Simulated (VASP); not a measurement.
A run of VASP 6.6.1 is set up as follows.

The input INCAR:

```
PREC = Accurate
ENCUT = 520
EDIFF = 1E-6
ISMEAR = 0
SIGMA = 0.15
LREAL = F
LASPH = T
NELM = 80
ALGO = Normal
ISIF = 2
LWAVE = F
LCHARG = T
GGA = PE
LELF = T
LVHAR = T
NBANDS = 15
```

The input KPOINTS:

```
regular mesh
0
Gamma
  18 18 18
```

File POSCAR:

```
TiC
1.0
    0.0000000000      2.1964600000      2.0990800000
    2.1964600000      0.0000000000      2.0990800000
    2.1964600000      2.1964600000      0.0000000000
Ti C
1 1
Direct
    0.0000000000      0.0000000000      0.0000000000
    0.5000000000      0.5000000000      0.5000000000
```

Potentials or basis: VASP PAW PBE potentials, release 64 (Ti_sv, C).

Run with:

```sh
$ cat potpaw_PBE.64/Ti_sv/POTCAR potpaw_PBE.64/C/POTCAR > POTCAR
$ mpirun -np 1 vasp_std > vasp.out
```

(1) Estimate the pressure.

(2) Predict the band gap on the k mesh.

Results:

(1) 2.2 GPa.

(2) zero (band 8 reaches 10.37 eV, above the bottom of band 9 at 8.73 eV).

Caveat: the cell differs from its parent crystal (strain +0.015 along x and y, -0.030 along z).
